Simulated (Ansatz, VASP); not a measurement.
# Two plane-wave programs on Be

```
Be
1.0
     2.53047   -1.45876    0.05207
     2.53047    1.45876    0.05207
    -1.55951    0.00000    6.91287
Be
3
Direct
  0.00000 0.00000 0.50000
  0.22061 0.22061 0.16956
  0.77939 0.77939 0.83044
```

Alike in both runs: task single point; functional PBE; k mesh 16 × 16 × 6; occupations gaussian, width 0.1 eV; no spin polarisation.

|  | VASP | Ansatz |
| --- | --- | --- |
| version | VASP 6.6.1 | Ansatz 0.2.0 |
| potentials or method | VASP PAW PBE potentials, release 64 (Be), cutoff 600 eV | scalar-relativistic, plane waves, PAW |
| valence electrons in the cell | 6 | 6 |

|  | VASP | Ansatz | Ansatz less VASP |
| --- | --- | --- | --- |
| gap on the k mesh at the Fermi level (eV) | none | none | - |
| pressure (GPa) | -24.5 | -24.5 | 0.00 |
| traceless stress, the component that is largest in VASP (GPa) | -1.75 | -1.75 | -0.002 |
| rms of the force components (eV/Å) | 0.012 | 0.012 | 0.0000 |

Atom by atom the forces differ by 0.000 eV/Å (rms over components). A gap of «none» marks a metal or a gap that the smearing closes.
